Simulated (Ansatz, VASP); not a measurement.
**Two plane-wave programs on BeTe**

```
Be Te
1.0
     0.00000    2.79136    2.79136
     2.79136    0.00000    2.79136
     2.79136    2.79136    0.00000
Be Te
1 1
Direct
  0.00000 0.00000 0.00000
  0.25000 0.25000 0.25000
```

Alike in both runs: functional PBE; dispersion D3(BJ); k mesh 6 × 6 × 6; no spin polarisation.

Ansatz relaxed the structure, and its values are those at the end. VASP's run is a single point on that final structure, the one shown.

|  | VASP | Ansatz |
| --- | --- | --- |
| version | VASP 6.6.1 | Ansatz 0.2.0 |
| potentials or method | VASP PAW PBE potentials, release 64 (Be, Te), cutoff 600 eV | plane waves, PAW |
| occupations | methfessel-paxton of order 1, width 0.1 eV | cold |
| valence electrons in the cell | 8 | 18 |

```tsv
	VASP	Ansatz	Ansatz less VASP
pressure (GPa)	0.2	0.0	-0.16
```

VASP's potentials hold 8 valence electrons a cell and Ansatz's 18, so a difference there can come from the potentials and not from the codes.

Spin-orbit coupling is off throughout.
